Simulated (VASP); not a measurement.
# Be2CdF6 (Fm-3m) in VASP: a series of runs

Be2CdF6 is run at these levels: PBE; tasks: single point, relaxation of cell and atoms.

Program: VASP 6.6.1. These are calculated values, not measurements. Logs are shortened: lines on timing, memory, paths and dates and some standing lists are left out, and cuts for length are marked.

## (1) The cell of the first run

Symmetry: Fm-3m, No. 225, cubic system. The conventional cell has a = 7.080 Å, b = 7.080 Å, c = 7.080 Å, α = 90.00°, β = 90.00°, γ = 90.00°. Be (site symmetry -43m) has 6 F at 1.77 Å within 2.4 Å. Within 3.3 Å of Cd (site symmetry m-3m) lie 12 F at 2.50 Å and 8 Be at 3.07 Å. F (site symmetry mmm) has 2 Be at 1.77 Å within 2.4 Å.

## (2) Single point, PBE (atoms taken out)

Input file INCAR:

```
SYSTEM = Be2CdF6
PREC = Accurate ; ENCUT = 520
EDIFF = 1E-6 ; ISMEAR = 0
SIGMA = 0.1 ; LREAL = .FALSE.
LASPH = .TRUE. ; NELM = 60
ALGO = Normal ; ISIF = 2
LWAVE = .FALSE. ; LCHARG = .FALSE.
GGA = PE ; NBANDS = 39
```

Input file KPOINTS:

```
regular mesh
0
G
  4 4 4
  0 0 0
```

Input file POSCAR:

```
Be2CdF6
1.0
    0.0000000000      3.5400792755      3.5400792755
    3.5400792755      0.0000000000      3.5400792755
    3.5400792755      3.5400792755      0.0000000000
Be Cd F
2 1 6
Direct
    0.7500000000      0.7500000000      0.7500000000
    0.2500000000      0.2500000000      0.2500000000
    0.0000000000      0.0000000000      0.0000000000
    0.5000000000      0.0000000000      0.0000000000
    0.0000000000      0.5000000000      0.5000000000
    0.0000000000      0.5000000000      0.0000000000
    0.5000000000      0.0000000000      0.5000000000
    0.0000000000      0.0000000000      0.5000000000
    0.5000000000      0.5000000000      0.0000000000
```

Potentials or basis: VASP PAW PBE potentials, release 64 (Be, Cd, F).

Started as:

```console
> cat potpaw_PBE.64/Be/POTCAR potpaw_PBE.64/Cd/POTCAR potpaw_PBE.64/F/POTCAR > POTCAR
> mpirun -np 1 vasp_std > vasp.out
```

OUTCAR:

```text
SYSTEM = Be2CdF6
   PREC = Accurate
   ENCUT = 520
   EDIFF = 1E-6
   ISMEAR = 0
   LREAL = .FALSE.
   LASPH = .TRUE.
   NELM = 60
   ISIF = 2
   GGA = PE

 ion  position               nearest neighbor table
   1  0.750  0.750  0.750-   4 1.77   5 1.77   6 1.77   7 1.77   8 1.77   9 1.77   3 3.07   3 3.07
                             3 3.07   3 3.07
   2  0.250  0.250  0.250-   4 1.77   5 1.77   6 1.77   7 1.77   8 1.77   9 1.77   3 3.07   3 3.07
                             3 3.07   3 3.07
   3  0.000  0.000  0.000-   4 2.50   6 2.50   8 2.50   5 2.50   7 2.50   8 2.50   5 2.50   6 2.50
                             9 2.50   4 2.50   7 2.50   9 2.50   2 3.07   1 3.07   1 3.07   2 3.07
   4  0.500  0.000  0.000-   1 1.77   2 1.77   3 2.50   3 2.50
   5  0.000  0.500  0.500-   1 1.77   2 1.77   3 2.50   3 2.50
   6  0.000  0.500  0.000-   1 1.77   2 1.77   3 2.50   3 2.50
   7  0.500  0.000  0.500-   1 1.77   2 1.77   3 2.50   3 2.50
   8  0.000  0.000  0.500-   1 1.77   2 1.77   3 2.50   3 2.50
   9  0.500  0.500  0.000-   1 1.77   2 1.77   3 2.50   3 2.50

  LATTYP: Found a face centered cubic cell.
 ALAT       =     7.0801585510

  Lattice vectors:

 A1 = (   0.0000000000,   3.5400792755,   3.5400792755)
 A2 = (   3.5400792755,   0.0000000000,   3.5400792755)
 A3 = (   3.5400792755,   3.5400792755,   0.0000000000)

Analysis of symmetry for initial positions (statically):
=====================================================================
 Subroutine PRICEL returns:
 Original cell was already a primitive cell.

 Routine SETGRP: Setting up the symmetry group for a
 face centered cubic supercell.

 Subroutine GETGRP returns: Found 48 space group operations
 (whereof 48 operations were pure point group operations)
 out of a pool of 48 trial point group operations.

The static configuration has the point symmetry O_h .

Analysis of symmetry for dynamics (positions and initial velocities):
=====================================================================
 Subroutine PRICEL returns:
 Original cell was already a primitive cell.

 Routine SETGRP: Setting up the symmetry group for a
 face centered cubic supercell.

 Subroutine GETGRP returns: Found 48 space group operations
 (whereof 48 operations were pure point group operations)
 out of a pool of 48 trial point group operations.

The dynamic configuration has the point symmetry O_h .

 Subroutine INISYM returns: Found 48 space group operations
 (whereof 48 operations are pure point group operations),
 and found     1 'primitive' translations

----------------------------------------------------------------------------------------

                                     Primitive cell

  volume of cell :      88.7297

  direct lattice vectors                    reciprocal lattice vectors
     0.000000000  3.540079276  3.540079276    -0.141239775  0.141239775  0.141239775
     3.540079276  0.000000000  3.540079276     0.141239775 -0.141239775  0.141239775
     3.540079276  3.540079276  0.000000000     0.141239775  0.141239775 -0.141239775

  length of vectors
     5.006428123  5.006428123  5.006428123     0.244634466  0.244634466  0.244634466

  position of ions in fractional coordinates (direct lattice)
     0.750000000  0.750000000  0.750000000
     0.250000000  0.250000000  0.250000000
     0.000000000  0.000000000  0.000000000
     0.500000000  0.000000000  0.000000000
     0.000000000  0.500000000  0.500000000
     0.000000000  0.500000000  0.000000000
     0.500000000  0.000000000  0.500000000
     0.000000000  0.000000000  0.500000000
     0.500000000  0.500000000  0.000000000

  ion indices of the primitive-cell ions
   primitive index   ion index
                 1           1
                 2           2
                 3           3
                 4           4
                 5           5
                 6           6
                 7           7
                 8           8
                 9           9

----------------------------------------------------------------------------------------

 KPOINTS: regular mesh

Automatic generation of k-mesh.
 Grid dimensions read from file:
 generate k-points for:    4    4    4

 Generating k-lattice:

  Cartesian coordinates                     Fractional coordinates (reciprocal lattice)
    -0.035309944  0.035309944  0.035309944     0.250000000  0.000000000  0.000000000
     0.035309944 -0.035309944  0.035309944     0.000000000  0.250000000  0.000000000
     0.035309944  0.035309944 -0.035309944     0.000000000  0.000000000  0.250000000

  Length of vectors
     0.061158617  0.061158617  0.061158617

  Shift w.r.t. Gamma in fractional coordinates (k-lattice)
     0.000000000  0.000000000  0.000000000

 Subroutine IBZKPT returns following result:
 ===========================================

 Found      8 irreducible k-points:

 Following reciprocal coordinates:
            Coordinates               Weight
  0.000000  0.000000  0.000000      1.000000
  0.250000  0.000000  0.000000      8.000000
  0.500000  0.000000  0.000000      4.000000
  0.250000  0.250000  0.000000      6.000000
  0.500000  0.250000  0.000000     24.000000
 -0.250000  0.250000  0.000000     12.000000
  0.500000  0.500000  0.000000      3.000000
 -0.250000  0.500000  0.250000      6.000000
   k-points           NKPTS =      8   k-points in BZ     NKDIM =      8   number of bands    NBANDS=     39
   number of dos      NEDOS =    301   number of ions     NIONS =      9
   total plane-waves  NPLWV =  64000
   dimension x,y,z NGX =    40 NGY =   40 NGZ =   40
   dimension x,y,z NGXF=    80 NGYF=   80 NGZF=   80
   ions per type =               2   1   6
   NGX,Y,Z   is equivalent  to a cutoff of  13.28, 13.28, 13.28 a.u.
   NGXF,Y,Z  is equivalent  to a cutoff of  26.57, 26.57, 26.57 a.u.
 SYSTEM =  Be2CdF6
   PREC   = accura    normal or accurate (medium, high low for compatibility)
   ISTART =      0    job   : 0-new  1-cont  2-samecut
   ICHARG =      2    charge: 1-file 2-atom 10-const
   ISPIN  =      1    spin polarized calculation?
   LNONCOLLINEAR =      F non collinear calculations
   LSORBIT =      F    spin-orbit coupling
   LASPH  =      T    aspherical Exc in radial PAW
   ENCUT  =  520.0 eV  38.22 Ry    6.18 a.u.   9.31  9.31  9.31*2*pi/ulx,y,z
   NELM   =     60;   NELMIN=  2; NELMDL= -5     # of ELM steps
   EDIFF  = 0.1E-05   stopping-criterion for ELM
   LREAL  =      F    real-space projection
   EDIFFG = 0.1E-04   stopping-criterion for IOM
   NSW    =      0    number of steps for IOM
   IBRION =     -1    ionic relax: 0-MD 1-quasi-New 2-CG
   NFREE  =      0    steps in history (QN), initial steepest desc. (CG)
   ISIF   =      2    stress and relaxation
   ISYM   =      2    0-nonsym 1-usesym 2-fastsym
   POTIM  = 0.5000    time-step for ionic-motion
   TEBEG  =    0.0;   TEEND  =   0.0 temperature during run
   PSTRESS=    0.0 pullay stress
   NELECT =      58.0000    total number of electrons
   NUPDOWN=      -1.0000    fix difference up-down
   EMIN   =  10.00;   EMAX   =-10.00  energy-range for DOS
   EFERMI =   0.00;   METHOD = LEGACY
   ISMEAR =     0;   SIGMA  =   0.10  broadening in eV -4-tet -1-fermi 0-gaus
   EFERMI_NEDOS =   21; number of points for ismear=-14 and -15
   IALGO  =     38    algorithm
   IMIX   =      4    mixing-type and parameters
     AMIX     =   0.40;   BMIX     =  1.00
     AMIX_MAG =   1.60;   BMIX_MAG =  1.00
  volume/ion in A,a.u.               =       9.86        66.53
  Fermi-wavevector in a.u.,A,eV,Ry     =   1.420783  2.684891 27.465063  2.018625
  Thomas-Fermi vector in A             =   2.541662
   LORBIT       =      0    0 simple, 1 ext, 2 COOP (PROOUT), +10 PAW based schemes
   GGA     = PE    functional components
   LHFCALC =     F    Hartree Fock is set to
   AEXX    =    0.0000 exact exchange contribution
   IVDW    =     0    specifies the selected vdW correction
   LEPSILON=     F    determine dielectric tensor
   LRPA    =     F    only Hartree local field effects (RPA)
 non-spin polarized calculation
 Gauss-broadening in eV      SIGMA  =   0.10
  energy-cutoff  :      520.00
  volume of cell :       88.73
 maximum number of plane-waves:      2421
 NGX is ok and might be reduce to    40
   NGX = 19   NGY = 19   NGZ = 19

 number of electron      58.0000019 magnetization

 Free energy of the ion-electron system (eV)
  ---------------------------------------------------
  ext. energy  EPLUGINS =         0.00000000
  ---------------------------------------------------
  free energy    TOTEN  =       -42.51409884 eV

  energy without entropy =      -42.51409884  energy(sigma->0) =      -42.51409884

 E-fermi :   0.0195     XC(G=0): -10.3791

 val. band max:       -0.5317625068   @ k =   0.0000   0.0000   0.0000
 cond. band min:       2.6924052970   @ k =   0.0000   0.0000   0.0000
 fundamental gap:      3.2241678038
 Fermi energy:         0.0194797343

 k-point     1 :       0.0000    0.0000    0.0000
  band No.  band energies     occupation
      1     -22.3631      2.00000
      2     -21.2139      2.00000
      3     -21.2139      2.00000
      4     -21.2139      2.00000
      5     -20.6011      2.00000
      6     -20.6011      2.00000
[... 31 lines left out ...]
     38      13.0627      0.00000
     39      16.6607      0.00000

 k-point     2 :       0.2500    0.0000    0.0000
  band No.  band energies     occupation
      1     -22.2067      2.00000
      2     -21.3951      2.00000
      3     -21.1298      2.00000
      4     -21.1298      2.00000
      5     -20.6972      2.00000
      6     -20.6972      2.00000
[... 241 lines left out ...]
     38      14.3950      0.00000
     39      14.4125      0.00000

 k-point     8 :      -0.2500    0.5000    0.2500
  band No.  band energies     occupation
      1     -21.6312      2.00000
      2     -21.6312      2.00000
      3     -21.2711      2.00000
      4     -21.2601      2.00000
      5     -20.7711      2.00000
      6     -20.7711      2.00000
[... 31 lines left out ...]
     38      14.2654      0.00000
     39      15.4102      0.00000

------------------------ aborting loop because EDIFF is reached ----------------------------------------

  FORCE on cell =-STRESS in cart. coord.  units (eV):
  Direction    XX          YY          ZZ          XY          YZ          ZX
  --------------------------------------------------------------------------------------
  -------------------------------------------------------------------------------------
  Total        0.0704252      0.0704252      0.0704252     -0.0000000     -0.0000000      0.0000000
  in kB        1.2716570      1.2716570      1.2716570     -0.0000000     -0.0000000      0.0000000
  external PRESSURE =       1.2716570 kB  Pullay stress =       0.0000000 kB

 VOLUME and BASIS-vectors are now :
 -----------------------------------------------------------------------------
  energy-cutoff  :      520.00
  volume of cell :       88.73
      direct lattice vectors                 reciprocal lattice vectors
     0.000000000  3.540079276  3.540079276    -0.141239775  0.141239775  0.141239775
     3.540079276  0.000000000  3.540079276     0.141239775 -0.141239775  0.141239775
     3.540079276  3.540079276  0.000000000     0.141239775  0.141239775 -0.141239775

 POSITION                                       TOTAL-FORCE (eV/Angst)
 -----------------------------------------------------------------------------------
      5.31012      5.31012      5.31012         0.000000      0.000000      0.000000
      1.77004      1.77004      1.77004        -0.000000     -0.000000      0.000000
      0.00000      0.00000      0.00000        -0.000000     -0.000000     -0.000000
      0.00000      1.77004      1.77004        -0.000000     -0.000000     -0.000000
      3.54008      1.77004      1.77004        -0.000000     -0.000000     -0.000000
      1.77004      0.00000      1.77004        -0.000000     -0.000000     -0.000000
      1.77004      3.54008      1.77004        -0.000000     -0.000000     -0.000000
      1.77004      1.77004      0.00000        -0.000000     -0.000000     -0.000000
      1.77004      1.77004      3.54008        -0.000000     -0.000000     -0.000000
 -----------------------------------------------------------------------------------
    total drift:                                0.000000     -0.000000      0.000000

  FREE ENERGIE OF THE ION-ELECTRON SYSTEM (eV)
  ---------------------------------------------------
  free  energy   TOTEN  =       -42.5140988407 eV

  energy  without entropy=      -42.5140988407  energy(sigma->0) =      -42.51409884
```

Run time: 19 s. Hardware: 1 thread of Intel Xeon Platinum 8481C at 2.70GHz (Sapphire Rapids), shared host; peak memory 0.25 GiB.

Results:

| Item | Value |
| --- | --- |
| Free energy | -42.5141 eV |
| Pressure | 0.1 GPa |
| Band gap on the k mesh | 3.22 eV |

Caveat: the cell differs from its parent crystal (atoms taken out).

## (3) Single point, PBE (atoms taken out)

Input file INCAR:

```
PREC = Accurate
ENCUT = 520
EDIFF = 1E-6
ISMEAR = 0
SIGMA = 0.1
LREAL = False
LASPH = True
NELM = 80
ALGO = Normal
ISIF = 2
LWAVE = False
LCHARG = False
GGA = PE
NBANDS = 39
```

Input file KPOINTS:

```
regular mesh
0
Gamma
  4 4 4
```

POSCAR: that of step 2 with these lines changed.

```diff
@@ -2,5 +2,5 @@
 1.0
-    0.0000000000      3.5400792755      3.5400792755
-    3.5400792755      0.0000000000      3.5400792755
-    3.5400792755      3.5400792755      0.0000000000
+    0.0000000000      4.4046448500      4.4046448500
+    4.4046448500      0.0000000000      4.4046448500
+    4.4046448500      4.4046448500      0.0000000000
 Be Cd F
```

Potentials or basis: VASP PAW PBE potentials, release 64 (Be, Cd, F).

Started as:

```console
> cat potpaw_PBE.64/Be/POTCAR potpaw_PBE.64/Cd/POTCAR potpaw_PBE.64/F/POTCAR > POTCAR
> mpirun -np 1 vasp_std > vasp.out
```

Run time: 34 s. Hardware: 1 thread of Intel Xeon Platinum 8481C at 2.70GHz (Sapphire Rapids), shared host; peak memory 0.33 GiB.

The run converged. Its results:

```
Free energy            : -33.8270 eV
Pressure               : -19.4 GPa
Band gap on the k mesh : 0.66 eV
```

Levels at points of the mesh, in eV from the valence-band top:
| k point | band 27 | band 28 | band 29 | band 30 | band 31 | band 32 |
| --- | --- | --- | --- | --- | --- | --- |
| (0.00, 0.00, 0.00) | 0.00 | 0.00 | 0.00 | 0.66 | 4.62 | 7.70 |
| (0.50, 0.00, 0.00) | -0.17 | -0.17 | -0.07 | 1.88 | 5.16 | 5.94 |
| (0.50, 0.50, 0.00) | -0.29 | -0.29 | -0.01 | 2.18 | 5.24 | 6.85 |

Caveat: the cell differs from its parent crystal (atoms taken out); the cell stands under tension.

## (4) Single point, PBE (atoms taken out)

Input file INCAR:

```
SYSTEM = Be2CdF6
ALGO = Normal ; EDIFF = 1E-6
ENCUT = 520 ; GGA = PE
ISIF = 2 ; ISMEAR = 0
LASPH = .True. ; LCHARG = .False.
LREAL = .False. ; LWAVE = .False.
NBANDS = 39 ; NELM = 80
PREC = Accurate ; SIGMA = 0.02
```

Input file KPOINTS:

```
k-points
0
Gamma
  6 6 6
  0 0 0
```

POSCAR: that of step 3 with these lines changed.

```diff
@@ -2,5 +2,5 @@
 1.0
-    0.0000000000      4.4046448500      4.4046448500
-    4.4046448500      0.0000000000      4.4046448500
-    4.4046448500      4.4046448500      0.0000000000
+    0.0000000000      3.5400792755      3.5400792755
+    3.5400792755      0.0000000000      3.5400792755
+    3.5400792755      3.5400792755      0.0000000000
 Be Cd F
```

Started as:

```console
> cat potpaw_PBE.64/Be/POTCAR potpaw_PBE.64/Cd/POTCAR potpaw_PBE.64/F/POTCAR > POTCAR
> mpirun -np 1 vasp_std > vasp.out
```

It took 32 s on 1 thread of Intel Xeon Platinum 8481C at 2.70GHz (Sapphire Rapids), shared host; peak memory 0.26 GiB.

It converged, with:

| Quantity | Value |
| --- | --- |
| Free energy | -42.5133 eV |
| Pressure | 0.1 GPa |
| Band gap on the k mesh | 3.22 eV |

Levels at points of the mesh, in eV from the valence-band top:
```tsv
k point	band 27	band 28	band 29	band 30	band 31	band 32
(0.00, 0.00, 0.00)	0.00	0.00	0.00	3.22	10.27	12.05
(0.50, 0.00, 0.00)	-0.43	-0.43	-0.29	5.72	9.30	12.02
(0.50, 0.50, 0.00)	-0.66	-0.66	0.00	6.44	9.65	11.19
```

Caveat: the cell differs from its parent crystal (atoms taken out).

(Continued in part 2 of 2.)
